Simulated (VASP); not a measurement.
# H6C2O in VASP: notebook, part 3 of 4

VASP 6.6.1.

## Step 5: Single point, PBE+D3(BJ)

The input, INCAR:

```
PREC = Accurate
ENCUT = 520
EDIFF = 1E-6
ISMEAR = -1
SIGMA = 0.02
LREAL = Auto
LASPH = True
NELM = 60
ALGO = Normal
ISIF = 2
LWAVE = False
LCHARG = False
GGA = PE
IVDW = 12
NBANDS = 64
```

The input, KPOINTS:

```
regular mesh
0
Gamma
  1 1 1
```

The input, POSCAR:

```
H6C2O
1.0
    7.2936330000      0.0000000000      0.0000000000
    0.0000000000      7.2936330000      0.0000000000
    0.0000000000      0.0000000000      7.2936330000
C O H
8 4 24
Direct
    0.1455790276      0.4158695673      0.3254208157
    0.0383759369      0.5824120846      0.2730874997
    0.6864891612      0.3616304796      0.7043540578
    0.8024944496      0.2118834331      0.7996152260
    0.3545146842      0.7646120939      0.7220407169
    0.1687636326      0.7377530512      0.8143952403
    0.6175797439     -0.0604636948      0.2348212475
    0.4927448365      0.1014720647      0.2408950382
   -0.0903116458      0.5410335288      0.1194603567
    0.7011046484      0.0384033581      0.7538767031
    0.1086427025      0.5519745784      0.7917042165
    0.3132869449      0.0141767484      0.2347526946
   -0.1637866890      0.6445347607      0.1043649989
   -0.0556786995      0.5936136353      0.4054220990
    0.1124268249      0.7083438391      0.2543588360
    0.2303241745      0.4396163064      0.4386154335
    0.0377863816      0.3091052155      0.3729280045
    0.2197258897      0.3489344748      0.2115406684
    0.7159669262     -0.0534027418      0.8395541701
    0.9436586678      0.2087574190      0.7440462113
    0.8164381180      0.2540846242      0.9468806560
    0.7200526816      0.4900849823      0.7615820538
    0.7257837075      0.3635773832      0.5673852797
    0.5436796724      0.3367731829      0.7158435309
    0.0441343841      0.5141333544      0.9054472579
    0.1670498091      0.7875087765      0.9657190045
    0.0859242575      0.8436536360      0.7526016184
    0.3977167483      0.9031713002      0.7405225900
    0.4574949137      0.6711195916      0.7876870141
    0.3381990841      0.7507918208      0.5710597174
    0.2302556216      0.0822635304      0.3073639707
    0.4967209071      0.1907005740      0.3697745691
    0.5260204345      0.1710258797      0.1076555401
    0.7570027173     -0.0295737392      0.2353696711
    0.5988373695     -0.1515020018      0.3556663737
    0.5911183083     -0.1496784936      0.1161012626
```

Potentials or basis: VASP PAW PBE potentials, release 64 (C, O, H).

Run with:

```console
cat potpaw_PBE.64/C/POTCAR potpaw_PBE.64/O/POTCAR potpaw_PBE.64/H/POTCAR > POTCAR
mpirun -np 1 vasp_gam > vasp.out
```

OUTCAR:

```text
PREC = Accurate
   ENCUT = 520
   EDIFF = 1E-6
   ISMEAR = -1
   LREAL = Auto
   LASPH = True
   NELM = 60
   ISIF = 2
   GGA = PE
   IVDW = 12
 IVDW          = 12

 ion  position               nearest neighbor table
   1  0.146  0.416  0.325-  16 1.05  18 1.10  17 1.16   2 1.49
   2  0.038  0.582  0.273-  15 1.07  14 1.19   9 1.49   1 1.49
   3  0.686  0.362  0.704-  23 1.04  22 1.05  24 1.06   4 1.55
   4  0.802  0.212  0.800-  20 1.11  21 1.12  10 1.50   3 1.55
   5  0.355  0.765  0.722-  28 1.07  30 1.11  29 1.12   6 1.53
   6  0.169  0.738  0.814-  27 1.08  26 1.16  11 1.43   5 1.53
   7  0.618  0.940  0.235-  34 1.04  36 1.10  35 1.11   8 1.49
   8  0.493  0.101  0.241-  33 1.12  32 1.14  12 1.46   7 1.49
   9  0.910  0.541  0.119-  13 0.93   2 1.49
  10  0.701  0.038  0.754-  19 0.92   4 1.50
  11  0.109  0.552  0.792-  25 0.99   6 1.43
  12  0.313  0.014  0.235-  31 0.95   8 1.46
  13  0.836  0.645  0.104-   9 0.93
  14  0.944  0.594  0.405-   2 1.19
  15  0.112  0.708  0.254-   2 1.07
  16  0.230  0.440  0.439-   1 1.05
  17  0.038  0.309  0.373-   1 1.16
[... 17 lines left out ...]
  35  0.599  0.848  0.356-   7 1.11
  36  0.591  0.850  0.116-   7 1.10
[... 234 lines left out ...]

 k-point     1 :       0.0000    0.0000    0.0000
  band No.  band energies     occupation
      1     -22.9031      2.00000
      2     -22.4282      2.00000
      3     -22.0328      2.00000
      4     -21.7053      2.00000
      5     -15.9597      2.00000
      6     -15.7514      2.00000
[... 44 lines left out ...]
     51       5.2441      0.00000
     52       5.5939      0.00000
 [bands above 52 left out]

------------------------ aborting loop because EDIFF is reached ----------------------------------------

 Edisp (eV)   -1.30451

 E8    (eV) :    -0.2856

  FORCE on cell =-STRESS in cart. coord.  units (eV):
  Direction    XX          YY          ZZ          XY          YZ          ZX
  --------------------------------------------------------------------------------------
  -------------------------------------------------------------------------------------
  Total       3.76684     2.34461    -2.89445    -3.62046    -2.66625     1.48396
  in kB      15.55451     9.68166   -11.95211   -14.95005   -11.00981     6.12774
  external pressure =        4.43 kB  Pullay stress =        0.00 kB

 VOLUME and BASIS-vectors are now :
 -----------------------------------------------------------------------------
  energy-cutoff  :      520.00
  volume of cell :      388.00
      direct lattice vectors                 reciprocal lattice vectors
     7.293633000  0.000000000  0.000000000     0.137105884  0.000000000  0.000000000
     0.000000000  7.293633000  0.000000000     0.000000000  0.137105884  0.000000000
     0.000000000  0.000000000  7.293633000     0.000000000  0.000000000  0.137105884

 POSITION                                       TOTAL-FORCE (eV/Angst)
 -----------------------------------------------------------------------------------
      1.06180      3.03320      2.37350        -1.866980     -2.193302     -1.642472
      0.27990      4.24790      1.99180        -3.157445     -0.821336      2.207085
      5.00700      2.63760      5.13730         1.304732     -1.264542      1.298051
      5.85310      1.54540      5.83210        -1.187094     -0.106542     -0.249210
      2.58570      5.57680      5.26630        -0.213055     -1.028538      0.379306
      1.23090      5.38090      5.93990         0.764170      0.464085      1.453159
[... 28 lines left out ...]
      4.36770      6.18863      2.59410        -0.108203      0.290618     -0.175629
      4.31140      6.20193      0.84680        -0.311773      0.275103     -0.201591
 -----------------------------------------------------------------------------------
    total drift:                                0.007022     -0.002908     -0.018458

  FREE ENERGIE OF THE ION-ELECTRON SYSTEM (eV)
  ---------------------------------------------------
  free  energy   TOTEN  =      -187.6393558430 eV

  energy  without entropy=     -187.6393558430  energy(sigma->0) =     -187.63935584
```

OSZICAR:

```text
N       E                     dE             d eps       ncg     rms          rms(c)
DAV:   1     0.571328247956E+03    0.57133E+03   -0.39815E+04   128   0.111E+03
DAV:   2    -0.124190658119E+03   -0.69552E+03   -0.65453E+03   176   0.255E+02
DAV:   3    -0.203825166041E+03   -0.79635E+02   -0.78930E+02   160   0.932E+01
DAV:   4    -0.205685986994E+03   -0.18608E+01   -0.18542E+01   168   0.163E+01
DAV:   5    -0.205728464180E+03   -0.42477E-01   -0.42402E-01   160   0.235E+00    0.239E+01
DAV:   6    -0.189075882790E+03    0.16653E+02   -0.31348E+01   152   0.189E+01    0.115E+01
DAV:   7    -0.186747243656E+03    0.23286E+01   -0.53485E+00   168   0.816E+00    0.602E+00
DAV:   8    -0.186338127572E+03    0.40912E+00   -0.96367E-01   168   0.416E+00    0.131E+00
DAV:   9    -0.186322531760E+03    0.15596E-01   -0.11409E-01   160   0.154E+00    0.511E-01
DAV:  10    -0.186332556404E+03   -0.10025E-01   -0.25057E-02   144   0.626E-01    0.238E-01
DAV:  11    -0.186334506932E+03   -0.19505E-02   -0.46365E-03   144   0.333E-01    0.126E-01
DAV:  12    -0.186334881057E+03   -0.37412E-03   -0.15450E-03   144   0.206E-01    0.499E-02
DAV:  13    -0.186334866891E+03    0.14167E-04   -0.63522E-04   168   0.106E-01    0.310E-02
DAV:  14    -0.186334853702E+03    0.13189E-04   -0.11778E-04   144   0.530E-02    0.116E-02
DAV:  15    -0.186334851227E+03    0.24743E-05   -0.21861E-05   152   0.241E-02    0.733E-03
DAV:  16    -0.186334850165E+03    0.10625E-05   -0.86371E-06   160   0.134E-02    0.330E-03
DAV:  17    -0.186334849833E+03    0.33242E-06   -0.15588E-06   112   0.637E-03
   1 F= -.18763936E+03 E0= -.18763936E+03  d E =-.650416E-11
```

stdout:

```text
POSCAR found type information on POSCAR C O H
 POSCAR found :  3 types and      36 ions
 scaLAPACK will be used
 LDA part: xc-table for (Slater+PW92), standard interpolation
 POSCAR, INCAR and KPOINTS ok, starting setup
 FFT: planning ... GRIDC
 FFT: planning ... GRID_SOFT
 FFT: planning ... GRID
 WAVECAR not read
 entering main loop
```

Run time: 30 s. Hardware: 1 thread of Intel Xeon 6975P-C (Granite Rapids), shared host; peak memory 0.35 GiB.

What came out:

- Free energy: -187.6394 eV
- Pressure: 0.4 GPa
- Largest force: 3.939 eV/Å
- Band gap on the k mesh: 4.57 eV
- Dispersion energy per atom: -0.036 eV

Forces on the atoms (eV/Å):
```
C   -1.867 -2.193 -1.642
C   -3.157 -0.821  2.207
C    1.305 -1.265  1.298
C   -1.187 -0.107 -0.249
C   -0.213 -1.029  0.379
C    0.764  0.464  1.453
C   -0.566 -1.783  1.322
C   -0.593 -0.342 -0.131
O    2.448 -1.668  0.893
O    0.480  3.177 -1.406
O   -0.225  0.256  0.228
O    0.547 -0.293 -0.846
H   -1.351  1.856 -0.230
H    1.031  0.654 -1.609
H    0.529  0.541 -0.394
H    1.160  0.451  1.358
H    1.028  0.836 -0.384
H    0.101  0.422  0.072
H    0.684 -1.833  2.087
H   -0.228 -0.174 -0.052
H   -0.369 -0.976 -0.282
H    0.263  1.355  0.500
H    0.297  0.171 -2.244
H   -1.168 -0.328  0.254
H    0.064  0.391 -0.310
H    0.432 -0.899 -1.233
H   -1.289  0.093 -0.693
H    0.413  1.044  0.297
H   -0.313  0.320 -0.754
H    0.317 -0.479  0.448
H   -0.848  0.835  0.658
H    0.523 -0.637 -1.243
H   -0.674  0.610  0.739
H    2.084  0.783 -0.113
H   -0.108  0.291 -0.176
H   -0.312  0.275 -0.202
```

Caveat: the k points lie up to 0.86 Å⁻¹ apart.

[end of part 3 of 4]
